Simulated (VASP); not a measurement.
The system is BN.

```xyz
2
Lattice="0.0000 1.8048 1.8048 1.8048 0.0000 1.8048 1.8048 1.8048 0.0000" Properties=species:S:1:pos:R:3 pbc="T T T"
B     0.0000    0.0000    0.0000
N     0.9024    0.9024    0.9024
```

Base run:

- Program: VASP 6.6.1
- Functional: r2SCAN
- Potentials or basis: VASP PAW PBE potentials, release 64 (B, N)
- Cutoff: 520 eV
- k mesh: 8 × 8 × 8
- Occupations: gaussian, width 0.01 eV
- Spin: no spin polarisation

Its results: band gap on the k mesh 4.98 eV (least direct gap 9.55 eV); pressure 1.1 GPa.

Question: The run is repeated on the same cell with these changes: functional from r2SCAN to PBE-based screened hybrid with 5 % exact exchange; k mesh from 8 × 8 × 8 to 6 × 6 × 6. What comes out?

Answer: Band gap on the k mesh 4.72 eV (least direct gap 9.18 eV); pressure 3.2 GPa.

Several settings changed at once.

Caveats: some runs use coarse meshes; the PAW data sets were made with another functional, which shifts forces and pressure a little.

A k mesh can miss the band edges.
